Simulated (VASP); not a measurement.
# MgZn5O6 (P4/mmm) in VASP: further runs, part 2 of 2

VASP 6.6.1.

## Step 4: Single point, PBE

This run uses another cell than the first one, of 12.06 Å³/atom, 1.197 times its volume.

INCAR

```
  ALGO = Normal
  EDIFF = 1E-7
  ENCUT = 520
  GGA = PE
  ISIF = 2
  ISMEAR = 0
  LASPH = T
  LCHARG = F
  LREAL = F
  LWAVE = F
  NBANDS = 61
  NELM = 80
  PREC = Accurate
  SIGMA = 0.1
```

KPOINTS

```
k-points
0
Gamma
  6 6 2
```

POSCAR

```
MgZn5O6
1.0
    3.2427424400      0.0000000000      0.0000000000
    0.0000000000      3.2427424400      0.0000000000
    0.0000000000      0.0000000000     13.7577910100
Mg Zn O
1 5 6
Direct
    0.5000000000      0.5000000000      0.0000000000
    0.0000000000      0.0000000000      0.8333333300
    0.0000000000      0.0000000000      0.1666666700
    0.5000000000      0.5000000000      0.3333333300
    0.0000000000      0.0000000000      0.5000000000
    0.5000000000      0.5000000000      0.6666666700
    0.0000000000      0.0000000000      0.0000000000
    0.5000000000      0.5000000000      0.1666666700
    0.0000000000      0.0000000000      0.3333333300
    0.5000000000      0.5000000000      0.5000000000
    0.0000000000      0.0000000000      0.6666666700
    0.5000000000      0.5000000000      0.8333333300
```

Potentials or basis: VASP PAW PBE potentials, release 64 (Mg, Zn, O).

Launch:

```bash
$ cat potpaw_PBE.64/Mg/POTCAR potpaw_PBE.64/Zn/POTCAR potpaw_PBE.64/O/POTCAR > POTCAR
$ mpirun -np 1 vasp_std > vasp.out
```

OUTCAR:

```text
EDIFF = 1E-7
   ENCUT = 520
   GGA = PE
   ISIF = 2
   ISMEAR = 0
   LASPH = T
   LREAL = F
   NELM = 80
   PREC = Accurate

 ion  position               nearest neighbor table
   1  0.500  0.500  0.000-   7 2.29   7 2.29   7 2.29   7 2.29  12 2.29   8 2.29   3 3.24   3 3.24
                             2 3.24   3 3.24   2 3.24   2 3.24   3 3.24   2 3.24
   2  0.000  0.000  0.833-  11 2.29  12 2.29  12 2.29  12 2.29  12 2.29   7 2.29   1 3.24   1 3.24
                             1 3.24   1 3.24
   3  0.000  0.000  0.167-   9 2.29   8 2.29   8 2.29   8 2.29   8 2.29   7 2.29   1 3.24   1 3.24
[... 1508 lines left out ...]
 -----------------------------------------------------------------------------
  energy-cutoff  :      520.00
  volume of cell :      144.67
      direct lattice vectors                 reciprocal lattice vectors
     3.242742440  0.000000000  0.000000000     0.308380952  0.000000000  0.000000000
     0.000000000  3.242742440  0.000000000     0.000000000  0.308380952  0.000000000
     0.000000000  0.000000000 13.757791010     0.000000000  0.000000000  0.072686087

 POSITION                                       TOTAL-FORCE (eV/Angst)
 -----------------------------------------------------------------------------------
      1.62137      1.62137      0.00000         0.000000      0.000000     -0.000000
      0.00000      0.00000     11.46483         0.000000      0.000000     -0.133670
      0.00000      0.00000      2.29297         0.000000      0.000000      0.133670
      1.62137      1.62137      4.58593        -0.000000      0.000000     -0.027944
      0.00000      0.00000      6.87890         0.000000      0.000000     -0.000000
      1.62137      1.62137      9.17186         0.000000     -0.000000      0.027944
      0.00000      0.00000      0.00000         0.000000      0.000000     -0.000000
      1.62137      1.62137      2.29297         0.000000     -0.000000     -0.132780
      0.00000      0.00000      4.58593         0.000000      0.000000     -0.026731
      1.62137      1.62137      6.87890         0.000000      0.000000     -0.000000
      0.00000      0.00000      9.17186         0.000000      0.000000      0.026731
      1.62137      1.62137     11.46483        -0.000000     -0.000000      0.132780
 -----------------------------------------------------------------------------------
    total drift:                                0.000000     -0.000000      0.000000

  FREE ENERGIE OF THE ION-ELECTRON SYSTEM (eV)
  ---------------------------------------------------
  free  energy   TOTEN  =       -53.4408106994 eV

  energy  without entropy=      -53.4400271830  energy(sigma->0) =      -53.44041894
```

It took 2 min on 1 thread of Intel Xeon 6975P-C (Granite Rapids), shared host; peak memory 0.3 GiB.

What came out:

- Free energy: -53.4408 eV
- Pressure: -19.4 GPa
- Largest force: 0.134 eV/Å
- Band gap on the k mesh: 0.26 eV, indirect (least direct gap 0.95 eV)

Forces in eV/Å, atoms in the order of the input:
```
Mg   0.000  0.000  0.000
Zn   0.000  0.000 -0.134
Zn   0.000  0.000  0.134
Zn   0.000  0.000 -0.028
Zn   0.000  0.000  0.000
Zn   0.000  0.000  0.028
O    0.000  0.000  0.000
O    0.000  0.000 -0.133
O    0.000  0.000 -0.027
O    0.000  0.000  0.000
O    0.000  0.000  0.027
O    0.000  0.000  0.133
```

## Step 5: Single point, PBE

INCAR

```
SYSTEM = MgZn5O6
PREC = Accurate ; ENCUT = 520
EDIFF = 1E-6 ; ISMEAR = 0
SIGMA = 0.02 ; LREAL = .False.
LASPH = .True. ; NELM = 80
ALGO = Normal ; ISIF = 2
LWAVE = .False. ; LCHARG = .False.
GGA = PE ; NBANDS = 61
```

KPOINTS

```
Automatic mesh
0
Gamma
  10 10 2
  0 0 0
```

POSCAR

```
MgZn5O6
1.0
    3.0550274177      0.0000000000      0.0000000000
    0.0000000000      3.0550274177      0.0000000000
    0.0000000000      0.0000000000     12.9458684148
Mg Zn O
1 5 6
Direct
    0.5000000000      0.5000000000      0.0000000000
    0.0000000000      0.0000000000      0.8338145664
    0.0000000000      0.0000000000      0.1661854336
    0.5000000000      0.5000000000      0.3321079170
    0.0000000000      0.0000000000      0.5000000000
    0.5000000000      0.5000000000      0.6678920830
    0.0000000000      0.0000000000      0.0000000000
    0.5000000000      0.5000000000      0.1645820215
    0.0000000000      0.0000000000      0.3324641775
    0.5000000000      0.5000000000      0.5000000000
    0.0000000000      0.0000000000      0.6675358225
    0.5000000000      0.5000000000      0.8354179785
```

Launch:

```bash
$ cat potpaw_PBE.64/Mg/POTCAR potpaw_PBE.64/Zn/POTCAR potpaw_PBE.64/O/POTCAR > POTCAR
$ mpirun -np 1 vasp_std > vasp.out
```

It took 3 min on 1 thread of Intel Xeon 6975P-C (Granite Rapids), shared host; peak memory 0.36 GiB.

It converged, with:

```
Free energy            : -55.0842 eV
Pressure               : 0.7 GPa
Largest force          : 0.042 eV/Å
Band gap on the k mesh : 0.97 eV, indirect (least direct gap 2.10 eV)
```

Forces in eV/Å, atoms in the order of the input:
```
Mg   0.000  0.000  0.000
Zn   0.000  0.000  0.007
Zn   0.000  0.000 -0.007
Zn   0.000  0.000 -0.001
Zn   0.000  0.000  0.000
Zn   0.000  0.000  0.001
O    0.000  0.000  0.000
O    0.000  0.000 -0.042
O    0.000  0.000  0.004
O    0.000  0.000  0.000
O    0.000  0.000 -0.004
O    0.000  0.000  0.042
```

Levels at points of the mesh, in eV from the valence-band top:
| k point | band 47 | band 48 | band 49 | band 50 | band 51 | band 52 |
| --- | --- | --- | --- | --- | --- | --- |
| (0.00, 0.00, 0.00) | -1.23 | -1.13 | -1.13 | 0.97 | 3.37 | 3.48 |
| (0.50, 0.00, 0.00) | -0.09 | -0.08 | -0.05 | 5.64 | 5.72 | 5.87 |
| (0.50, 0.50, 0.00) | -2.21 | -2.15 | -2.14 | 4.05 | 4.49 | 5.77 |
| (0.00, 0.00, 0.50) | -1.37 | -1.13 | -1.13 | 1.71 | 2.06 | 4.36 |
| (0.50, 0.00, 0.50) | -0.08 | -0.05 | 0.00 | 5.45 | 5.50 | 6.23 |
| (0.50, 0.50, 0.50) | -2.31 | -2.20 | -2.08 | 4.56 | 4.57 | 4.58 |

## Step 6: The runs side by side

| task | cell | k mesh | cutoff (eV) | smearing | gap on the mesh (eV) | pressure (GPa) | largest force (eV/Å) |
| --- | --- | --- | --- | --- | --- | --- | --- |
| relaxation of cell and atoms | relaxed from a = 3.055, b = 3.055, c = 12.946 Å, 12 atoms | 10 × 10 × 2 | 600 | gaussian 0.02 eV | 0.95 | 0.0 | 0.01 |
| single point | a = 3.055, b = 3.055, c = 12.946 Å, 12 atoms | 6 × 6 × 2 | 520 | gaussian 0.1 eV | 0.97 | 0.6 | 0.04 |
| single point | a = 3.243, b = 3.243, c = 13.758 Å, 12 atoms | 6 × 6 × 2 | 520 | gaussian 0.1 eV | 0.26 | -19.4 | 0.13 |
| single point | a = 3.055, b = 3.055, c = 12.946 Å, 12 atoms | 10 × 10 × 2 | 520 | gaussian 0.02 eV | 0.97 | 0.7 | 0.04 |

Alike in all rows: level PBE; potentials or basis VASP PAW PBE potentials, release 64 (Mg, Zn, O); no spin polarisation.

Total energies depend on the potentials used, so only differences within one code and one set of settings carry meaning.
